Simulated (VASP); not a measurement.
Sn, 2 atoms in the cell. The typed cell holds 2 atoms: a = 4.387 Å, b = 4.387 Å, c = 4.384 Å, α = 97.23°, β = 97.23°, γ = 138.40°. 

| Item | Value |
| --- | --- |
| Program | VASP 6.6.1 |
| Task | single point |
| Functional | LDA |
| Potentials or basis | VASP PAW LDA potentials, release 64 (Sn_d) |
| Cutoff | 520 eV |
| k mesh | 11 × 11 × 8 |
| Occupations | gaussian, width 1 eV |
| Spin | no spin polarisation |
| Dipole correction | no |
| Further INCAR settings | ALGO = Normal; EDIFF = 1e-07; NBANDS = 21 |

Potentials or basis: VASP PAW LDA potentials, release 64 (Sn_d).

The run is started by

```bash
$ cat potpaw_LDA.64/Sn_d/POTCAR > POTCAR
$ mpirun -np 1 vasp_std > vasp.out
```

Hardware: 1 thread of Intel(R) Xeon(R) 6975P-C (Granite Rapids), with other jobs on the host.

**Question.** Estimate the wall time of this run.

**Answer.** Wall time 100 s on 1 thread of Intel(R) Xeon(R) 6975P-C (Granite Rapids), on a shared host, peak memory 0.34 GiB. Counts: scf iterations 11, k points 270.
